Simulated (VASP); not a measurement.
BaMnGe: single point with r2SCAN

The system is BaMnGe.

```
Mn Ba Ge
1.0
     4.49835    0.00000    0.00000
     0.00000    4.49835    0.00000
     0.00000    0.00000    7.68808
Mn Ba Ge
2 2 2
Direct
  0.00000 0.00000 0.00000
  0.50000 0.50000 0.00000
  0.50000 0.00000 0.66650
  0.00000 0.50000 0.33350
  0.50000 0.00000 0.20560
  0.00000 0.50000 0.79440
```

| Property | Result |
| --- | --- |
| Program | VASP 6.6.1 |
| Task | single point |
| Functional | r2SCAN |
| Potentials or basis | VASP PAW PBE potentials, release 64 (Mn_pv, Ba_sv, Ge_d) |
| Cutoff | 520 eV |
| k mesh | 4 × 4 × 3, shifted |
| Occupations | fermi-dirac, width 0.1 eV |
| Spin | no spin polarisation |
| Dipole correction | no |
| Further INCAR settings | ALGO = Normal; EDIFF = 1e-06; NBANDS = 46 |

```json
{
  "Pressure": "-7.2 GPa",
  "Largest force": "2.560 eV/Å",
  "Band gap on the k mesh": "zero (band 37 reaches 4.52 eV, above the bottom of band 38 at 4.24 eV)"
}
```

Forces on the atoms (eV/Å):
```
Mn   0.000  0.000  0.000
Mn   0.000  0.000  0.000
Ba   0.000  0.000  0.502
Ba   0.000  0.000 -0.502
Ge   0.000  0.000 -2.560
Ge   0.000  0.000  2.560
```

Stress tensor (GPa, compression positive):
```
-7.75  0.00  0.00
 0.00 -7.75  0.00
 0.00  0.00 -6.10
```

Levels at points of the mesh, in eV from the Fermi level:
```tsv
k point	band 34	band 35	band 36	band 37	band 38	band 39	band 40	band 41
(0.12, 0.12, 0.17)	-0.54	-0.28	0.08	0.18	0.20	0.52	0.58	0.87
```

Wall time 4.8 min on 1 thread of Intel(R) Xeon(R) Platinum 8259CL CPU @ 2.50GHz (Skylake/Cascade Lake), with other jobs on the host, peak memory 0.31 GiB.

Caveat: the PAW data sets were made with another functional, which shifts forces and pressure a little; spin-orbit coupling is left out, which moves the levels of the heavy elements. Spin polarisation is off, so any magnetic state and its effect on volume and gap are missing.
